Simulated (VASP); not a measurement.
A run of VASP 6.6.1 is set up as follows.

INCAR

```
PREC = Accurate
ENCUT = 520
EDIFF = 1E-7
ISMEAR = 0
SIGMA = 0.15
LREAL = F
LASPH = T
NELM = 60
ALGO = Normal
ISIF = 2
LWAVE = F
LCHARG = T
GGA = PE
LELF = T
LVHAR = T
NBANDS = 16
```

The input KPOINTS:

```
regular mesh
0
Gamma
  14 14 14
```

Contents of POSCAR:

```
HgTe
1.0
    0.0000000000      3.2235000000      3.2235000000
    3.2235000000      0.0000000000      3.2235000000
    3.2235000000      3.2235000000      0.0000000000
Hg Te
1 1
Direct
    0.0089553322      0.0089553322      0.0089553322
    0.7500000000      0.7500000000      0.7500000000
```

Potentials or basis: VASP PAW PBE potentials, release 64 (Hg, Te).

The run is started by

```sh
$ cat potpaw_PBE.64/Hg/POTCAR potpaw_PBE.64/Te/POTCAR > POTCAR
$ mpirun -np 1 vasp_std > vasp.out
```

Question: Predict the largest force.

Answer: 0.337 eV/Å.

Question: Predict the pressure.

Answer: 4.3 GPa.

Stress tensor (GPa, compression positive):
```
 4.30 -0.79 -0.79
-0.79  4.30 -0.79
-0.79 -0.79  4.30
```

Caveat: the cell differs from its parent crystal (all Hg atoms moved -0.100 Å, as atom 1 towards its neighbour atom 2 (Te) at 2.792 Å).
